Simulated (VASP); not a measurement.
Here is a VASP 6.6.1 calculation.

File POSCAR:

```
SrAl2Re2
1.0
    2.0880960000      3.6166870000      0.0000000000
   -2.0880960000      3.6166870000      0.0000000000
    0.0000000000      0.0000000000      6.8158330000
Re Al Sr
2 2 1
Direct
    0.3333000000      0.3334000000      0.2719200000
    0.6667000000      0.6666000000      0.7280800000
    0.3333000000      0.3334000000      0.6387000000
    0.6667000000      0.6666000000      0.3613000000
    0.0000000000      0.0000000000      0.0000000000
```

Contents of INCAR.step1:

```
PREC = Accurate
ENCUT = 520
ISMEAR = -1
SIGMA = 0.0377
LREAL = False
LASPH = True
NELM = 100
NBANDS = 23
GGA = PE
ALGO = Normal
EDIFF = 1E-4
LWAVE = True
LCHARG = False
```

The input INCAR.step2:

```
PREC = Accurate
ENCUT = 520
EDIFF = 1E-6
ISMEAR = -1
SIGMA = 0.0377
LREAL = False
LASPH = True
NELM = 100
ALGO = Normal
ISIF = 2
LWAVE = False
LCHARG = False
METAGGA = R2SCAN
LMIXTAU = True
NBANDS = 23
ISTART = 1
```

The input KPOINTS:

```
regular mesh
0
Gamma
  9 9 5
```

Potentials or basis: VASP PAW PBE potentials, release 64 (Re, Al, Sr_sv).

Run with:

```sh
$ cat potpaw_PBE.64/Re/POTCAR potpaw_PBE.64/Al/POTCAR potpaw_PBE.64/Sr_sv/POTCAR > POTCAR
$ cp INCAR.step1 INCAR
$ mpirun -np 1 vasp_std > vasp.out
$ cp INCAR.step2 INCAR
$ mpirun -np 1 vasp_std > vasp.out
```

What does it give for the band gap on the k mesh?

Zero (bands 15 and 16 overlap by 0.35 eV).

Predict the largest force.

0.343 eV/Å.

Predict the pressure.

6.7 GPa.

Forces in eV/Å, atoms in the order of the input:
```
Re   0.004 -0.002  0.343
Re  -0.004  0.002 -0.343
Al   0.004 -0.002 -0.219
Al  -0.004  0.002  0.219
Sr   0.000  0.000  0.000
```

Caveat: the cell stands under pressure; the PAW data sets were made with another functional, which shifts forces and pressure a little; spin-orbit coupling is left out, which moves the levels of the heavy elements.
